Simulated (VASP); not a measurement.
PbS, 2 atoms in the cell. The structure is trigonal, space group R3m (No. 160). The conventional cell has a = 4.201 Å, b = 4.201 Å, c = 10.291 Å, α = 90.00°, β = 90.00°, γ = 120.00°. Pb (site symmetry 3m) has 6 S at 2.97 Å within 3.9 Å. Within 3.9 Å of S (site symmetry 3m) lie 6 Pb at 2.97 Å. 

```yaml
Program: VASP 6.6.1
Task: single point
Functional: HSE06
Potentials_or_basis: VASP PAW PBE potentials, release 64 (Pb_d, S)
Cutoff: 520 eV
k_mesh: 4 × 4 × 4
Occupations: gaussian, width 0.01 eV
Spin: no spin polarisation
Dipole_correction: no
Grid_for_exact_exchange_PRECFOCK: Normal
Further_INCAR_settings: ALGO = Normal; EDIFF = 1e-06; NBANDS = 17
Screening_parameter: 0.2079 1/Å
```

Potentials or basis: VASP PAW PBE potentials, release 64 (Pb_d, S).

The run is started by

```sh
$ cat potpaw_PBE.64/Pb_d/POTCAR potpaw_PBE.64/S/POTCAR > POTCAR
$ cp INCAR.step1 INCAR
$ mpirun -np 1 vasp_std > vasp.out
$ cp INCAR.step2 INCAR
$ mpirun -np 1 vasp_std > vasp.out
```

Hardware: 1 thread of AMD EPYC 9R45 96-Core Processor (Zen 5), with other jobs on the host.

Q: Estimate the wall time of this run.

A: It took 8.2 min on 1 thread of AMD EPYC 9R45 96-Core Processor (Zen 5), on a shared host, peak memory 0.26 GiB. Counts: k points 13.
